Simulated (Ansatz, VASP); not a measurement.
**Li3B2: VASP beside Ansatz**

```
CELL_PARAMETERS angstrom
2.94050 -0.95212 0.37486
-1.91633 4.55497 0.75001
1.55929 1.87935 6.18489
ATOMIC_POSITIONS crystal
Li 0.72862 0.14512 0.37011
Li 0.60684 0.73363 0.78137
Li 0.17811 0.93937 0.07554
B 0.40569 0.45648 0.55906
B 0.85398 0.42248 0.59258
```

Alike in both runs: functional PBE; k mesh 6 × 6 × 4; occupations gaussian, width 0.1 eV; no spin polarisation.

Ansatz relaxed the structure, and its values are those at the end. VASP's run is a single point on that final structure, the one shown.

|  | VASP | Ansatz |
| --- | --- | --- |
| version | VASP 6.6.1 | Ansatz 0.2.0 |
| potentials or method | VASP PAW PBE potentials, release 64 (Li_sv, B), cutoff 520 eV | scalar-relativistic, plane waves, PAW |
| valence electrons in the cell | 15 | 15 |

```tsv
	VASP	Ansatz	Ansatz less VASP
gap on the k mesh at the Fermi level (eV)	none	none	-
rms of the force components (eV/Å)	0.003	0.003	0.0000
```

A gap of «none» marks a metal or a gap that the smearing closes.

The k mesh is coarse, so the values compare programs but aren't converged. Noted on VASP's run: the cutoff is short for stress, so the pressure is rough.
